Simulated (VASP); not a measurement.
Here is a VASP 6.6.1 calculation.

The input INCAR:

```
SYSTEM = Lu2Si2O
ALGO = Normal
EDIFF = 1E-6
ENCUT = 520
GGA = PE
ISIF = 2
ISMEAR = 0
LASPH = .True.
LCHARG = .False.
LREAL = .False.
LWAVE = .False.
NBANDS = 40
NELM = 60
PREC = Accurate
SIGMA = 0.1
```

The input KPOINTS:

```
k-points
0
Gamma
  6 6 4
  0 0 0
```

The input POSCAR:

```
Lu2Si2O
1.0
    4.3638580100      0.0000000000      0.0000000000
   -2.1819290100      3.7792119000      0.0000000000
    0.0000000000      0.0000000000      6.0733261700
Lu Si O
2 2 1
Direct
    0.0000000000      0.0000000000      0.3933003700
    0.0000000000      0.0000000000      0.0051328600
    0.6666666700      0.3333333300      0.3908411800
    0.6666666700      0.3333333300      0.0149976000
    0.3333333300      0.6666666700      0.5706863100
```

Potentials or basis: VASP PAW PBE potentials, release 64 (Lu, Si, O).

The run is started by

```bash
$ cat potpaw_PBE.64/Lu/POTCAR potpaw_PBE.64/Si/POTCAR potpaw_PBE.64/O/POTCAR > POTCAR
$ mpirun -np 1 vasp_std > vasp.out
```

Question: Predict the pressure.

Answer: 16.7 GPa.

Question: Predict the band gap on the k mesh.

Answer: Zero (bands 32 and 33 overlap by 0.29 eV).

Question: What does it give for the largest force?

Answer: 7.829 eV/Å.

Forces in eV/Å, atoms in the order of the input:
```
Lu   0.000  0.000  7.800
Lu   0.000  0.000 -7.829
Si   0.000  0.000  0.396
Si   0.000  0.000  0.287
O    0.000  0.000 -0.654
```

Caveat: the cell stands under pressure; spin-orbit coupling is left out, which moves the levels of the heavy elements; forces of over 1 eV/Å act on the atoms, so gaps and moduli don't describe the material at rest.
